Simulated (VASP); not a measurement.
# Li3Si2N: relaxation of cell and atoms with PBE

Crystal: Li3Si2N.

```
Li Si N
1.0
     2.39699    1.38391    3.91218
    -2.39699    1.38391    3.91218
     0.00000   -2.76781    3.91218
Li Si N
3 2 1
Direct
  0.50000 0.50000 0.00000
  0.00000 0.50000 0.50000
  0.50000 0.00000 0.50000
  0.14769 0.14769 0.14769
  0.85231 0.85231 0.85231
  0.00000 0.00000 0.00000
```

The cell was generated, and may not be a known phase.

```yaml
Program: VASP 6.6.1
Task: relaxation of cell and atoms
Functional: PBE
Potentials_or_basis: VASP PAW PBE potentials, release 64 (Li_sv, Si, N)
Cutoff: 600 eV
k_mesh: 12 × 12 × 12
Occupations: gaussian, width 0.1 eV
Spin: no spin polarisation
Dipole_correction: no
Further_INCAR_settings: ALGO = Normal; EDIFF = 1e-06; IBRION = 2; EDIFFG = -0.01; NSW = 100; ISIF = 3
```

```yaml
Relaxed_volume: 12.83 Å³/atom
Relaxed_cell: a = 4.786 Å, b = 4.786 Å, c = 4.786 Å, α = 59.68°, β = 59.68°, γ = 59.68°
Space_group_after_relaxing_to_0.1_Å: R-3m (No. 166)
Energy_gained_by_relaxing: 0.2 meV/atom
Ionic_steps: 7
Pressure_after_relaxing: 0.0 GPa
Largest_force_after_relaxing: 0.006 eV/Å
Band_gap_on_the_k_mesh: zero (bands 11 and 12 overlap by 0.73 eV)
```

Forces in eV/Å, atoms in the order of the input:
```
Li   0.000  0.000  0.000
Li   0.000  0.000  0.000
Li   0.000  0.000  0.000
Si   0.000  0.000  0.006
Si   0.000  0.000 -0.006
N    0.000  0.000  0.000
```

Step by step:
```csv
step,energy change (eV),largest force (eV/Å),pressure (GPa),volume (Å³)
1,0.0000,0.0200,-0.34,77.87
2,-0.0006,0.0121,-0.15,77.56
3,-0.0007,0.0046,0.26,76.94
4,-0.0008,0.0027,0.09,77.21
5,-0.0011,0.0534,-0.04,77.10
6,-0.0011,0.0540,-0.05,77.10
7,-0.0012,0.0062,0.01,76.97
```

Final structure:
```
Li Si N
1.0
     2.38161    1.37503    3.91740
    -2.38161    1.37503    3.91740
     0.00000   -2.75005    3.91740
Li Si N
3 2 1
Direct
  0.50000 0.50000 0.00000
  0.00000 0.50000 0.50000
  0.50000 0.00000 0.50000
  0.14772 0.14772 0.14772
  0.85228 0.85228 0.85228
  0.00000 0.00000 0.00000
```

Levels at points of the mesh, in eV from the Fermi level:
```csv
k point,band 9,band 10,band 11,band 12,band 13,band 14
"(0.00, 0.00, 0.00)",-3.30,-2.04,-2.04,1.54,1.54,2.19
"(0.50, 0.00, 0.00)",-3.00,-2.54,-0.60,0.82,2.11,2.34
"(0.50, 0.50, 0.00)",-3.13,-2.35,-0.06,1.74,1.82,3.74
"(0.50, 0.50, 0.50)",-3.29,-0.15,0.20,0.20,0.84,0.84
```

Run time: 19 min on 1 thread of Intel(R) Xeon(R) Platinum 8259CL CPU @ 2.50GHz (Skylake/Cascade Lake), with other jobs on the host, peak memory 0.43 GiB.

Caveat: the cutoff is under 1.25 times the usual one of these potentials, so pressure, stress and relaxed cells hold a basis-set (Pulay) error.
